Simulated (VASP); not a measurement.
A run of VASP 6.6.1 is set up as follows.

Contents of POSCAR:

```
AlGa3As4
1.0
    4.0125824445      0.0000000000      0.0000000000
    0.0000000000      8.0207498611      0.0000000000
    0.0000000000      0.0000000000      5.6643206248
Al As Ga
1 4 3
Direct
    0.0000000000      0.0000000000      0.0009494348
    0.5000000000      0.0000000000      0.2499444014
    0.0000000000      0.2498760783      0.7502315659
    0.5000000000      0.5000000000      0.2492562103
    0.0000000000      0.7501239217      0.7502315659
    0.5000000000      0.2505425198      0.5000422105
    0.0000000000      0.5000000000     -0.0006975995
    0.5000000000      0.7494574802      0.5000422105
```

File INCAR.step1:

```
SYSTEM = AlGa3As4
PREC     = Accurate       ! precision mode
ENCUT    = 520            ! plane-wave cutoff, eV
ISMEAR   = 0              ! smearing method
SIGMA    = 0.01           ! smearing width, eV
LREAL    = .FALSE.        ! projectors in reciprocal space
LASPH    = .TRUE.         ! aspherical terms in the spheres
NELM     = 60             ! most SCF steps
NBANDS   = 41             ! bands
GGA      = PE             ! functional
ALGO     = Normal         ! electronic algorithm
EDIFF    = 1E-4           ! SCF threshold, eV
LWAVE    = .TRUE.         ! write WAVECAR
LCHARG   = .FALSE.        ! write CHGCAR
```

Contents of INCAR.step2:

```
SYSTEM = AlGa3As4
PREC     = Accurate       ! precision mode
ENCUT    = 520            ! plane-wave cutoff, eV
EDIFF    = 1E-6           ! SCF threshold, eV
ISMEAR   = 0              ! smearing method
SIGMA    = 0.01           ! smearing width, eV
LREAL    = .FALSE.        ! projectors in reciprocal space
LASPH    = .TRUE.         ! aspherical terms in the spheres
NELM     = 60             ! most SCF steps
ALGO     = Normal         ! electronic algorithm
ISIF     = 2              ! what is computed and relaxed
LWAVE    = .FALSE.        ! write WAVECAR
LCHARG   = .FALSE.        ! write CHGCAR
METAGGA  = R2SCAN         ! meta-GGA
LMIXTAU  = .TRUE.       
NBANDS   = 41             ! bands
ISTART   = 1
```

Contents of KPOINTS:

```
Automatic mesh
0
G
  6 4 4
  0 0 0
```

Potentials or basis: VASP PAW PBE potentials, release 64 (Al, As, Ga_d).

Launch:

```sh
$ cat potpaw_PBE.64/Al/POTCAR potpaw_PBE.64/As/POTCAR potpaw_PBE.64/Ga_d/POTCAR > POTCAR
$ cp INCAR.step1 INCAR
$ mpirun -np 1 vasp_std > vasp.out
$ cp INCAR.step2 INCAR
$ mpirun -np 1 vasp_std > vasp.out
```

Question: Predict the pressure.

Answer: 0.0 GPa.

Question: Predict the largest force.

Answer: 0.017 eV/Å.

Forces on the atoms (eV/Å):
```
Al   0.000  0.000  0.000
As   0.000  0.000 -0.015
As   0.000 -0.015  0.007
As   0.000  0.000  0.000
As   0.000  0.015  0.007
Ga   0.000  0.004  0.001
Ga   0.000  0.000  0.001
Ga   0.000 -0.004  0.001
```

Caveat: the PAW data sets were made with another functional, which shifts forces and pressure a little.
